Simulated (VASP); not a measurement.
Wanted: the native input for a VASP 6.6.1 run.

| Property | Result |
| --- | --- |
| Task | electric field gradients |
| Functional | PBE |
| Potentials or basis | VASP PAW PBE potentials, release 64 (Ga_d) |
| Cutoff | 520 eV |
| k mesh | 9 × 9 × 8 |
| Occupations | fermi-dirac, width 0.05 eV |
| Spin | no spin polarisation |
| Dipole correction | no |
| Further INCAR settings | ALGO = Normal; EDIFF = 1e-08; NBANDS = 34 |

The structure of Ga lies in POSCAR:

```
Ga
1.0
    2.1876895000     -3.7077280000      0.0000000000
    2.1876895000      3.7077280000      0.0000000000
    0.0000000000      0.0000000000      4.5167000000
Ga
4
Direct
    0.1525000000      0.8475000000      0.0785000000
    0.6525000000      0.3475000000      0.4215000000
    0.8475000000      0.1525000000      0.9215000000
    0.3475000000      0.6525000000      0.5785000000
```

This cell differs from its parent crystal: equal xx and yy strain of -3 %.

One way to write it, as run:

INCAR

```
PREC = Accurate
ENCUT = 520
EDIFF = 1E-8
ISMEAR = -1
SIGMA = 0.05
LREAL = F
LASPH = T
NELM = 100
ALGO = Normal
ISIF = 2
LWAVE = F
LCHARG = F
GGA = PE
LEFG = T
NBANDS = 34
```

KPOINTS

```
Automatic mesh
0
Gamma
  9 9 8
```

Potentials or basis: VASP PAW PBE potentials, release 64 (Ga_d).

The run is started by

```console
$ cat potpaw_PBE.64/Ga_d/POTCAR > POTCAR
$ mpirun -np 1 vasp_std > vasp.out
```

Results of the run:

```yaml
Pressure: 7.0 GPa
Largest_force: 0.620 eV/Å
Band_gap_on_the_k_mesh: zero (bands 26 and 27 overlap by 1.30 eV)
Largest_electric_field_gradient_by_atom: Ga -56.7 V/Å²
```

Caveat: the cell differs from its parent crystal (equal xx and yy strain of -3 %); the cell stands under pressure; without QUAD_EFG the Cq values of the log hold for a quadrupole moment of 1 mb, not for the nuclei.

Wall time 11 min on 1 thread of Intel Xeon 8259CL, on a shared host, peak memory 0.33 GiB.
